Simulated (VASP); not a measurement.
Write the native input for VASP 6.6.1 that does the following.

| Item | Value |
| --- | --- |
| Task | relaxation of cell and atoms |
| Functional | PBE |
| Potentials or basis | VASP PAW PBE potentials, release 64 (Hf_pv, Sn_d, O) |
| Cutoff | 600 eV |
| k mesh | 4 × 4 × 4 |
| Occupations | gaussian, width 0.1 eV |
| Spin | no spin polarisation |
| Dipole correction | no |
| Further INCAR settings | ALGO = Normal; EDIFF = 1e-06; IBRION = 2; EDIFFG = -0.04; NSW = 90; ISIF = 3 |

The structure of HfSnO4 lies in POSCAR:

```
HfSnO4
1.0
    3.8655908100      0.0000000000      0.0000000000
    0.0000000000      3.8655908100      0.0000000000
    0.0000000000      0.0000000000      5.6189404300
Hf Sn O
1 1 4
Direct
    0.0000000000      0.0000000000      0.0000000000
    0.5000000000      0.5000000000      0.5000000000
    0.0000000000      0.5000000000      0.6972078700
    0.5000000000      0.0000000000      0.8027921300
    0.5000000000      0.0000000000      0.3027921300
    0.0000000000      0.5000000000      0.1972078700
```

One way to write it, as run:

INCAR

```
  ALGO = Normal
  EDIFF = 1E-6
  EDIFFG = -0.04
  ENCUT = 600
  GGA = PE
  IBRION = 2
  ISIF = 3
  ISMEAR = 0
  LASPH = T
  LCHARG = F
  LREAL = F
  LWAVE = F
  NELM = 80
  NSW = 90
  PREC = Accurate
  SIGMA = 0.1
```

KPOINTS

```
k-points
0
Gamma
  4 4 4
```

Potentials or basis: VASP PAW PBE potentials, release 64 (Hf_pv, Sn_d, O).

Run with:

```console
$ cat potpaw_PBE.64/Hf_pv/POTCAR potpaw_PBE.64/Sn_d/POTCAR potpaw_PBE.64/O/POTCAR > POTCAR
$ mpirun -np 1 vasp_std > vasp.out
```

Results of the run:

- Relaxed volume: 11.59 Å³/atom
- Relaxed cell: a = 3.592 Å, b = 3.592 Å, c = 5.392 Å, α = 90.00°, β = 90.00°, γ = 90.00°
- Space group after relaxing (to 0.1 Å): P-4m2 (No. 115)
- Energy gained by relaxing: 293.4 meV/atom
- Ionic steps: 12
- Pressure after relaxing: 0.3 GPa
- Largest force after relaxing: 0.014 eV/Å
- Band gap on the k mesh: 1.78 eV (least direct gap 1.90 eV)

Caveat: the volume moved by over 15 % at a fixed basis, so the end points are rough; spin-orbit coupling is left out, which moves the levels of the heavy elements.

It took 2.5 min on 1 thread of Intel(R) Xeon(R) 6975P-C (Granite Rapids), on a shared host, peak memory 0.27 GiB.
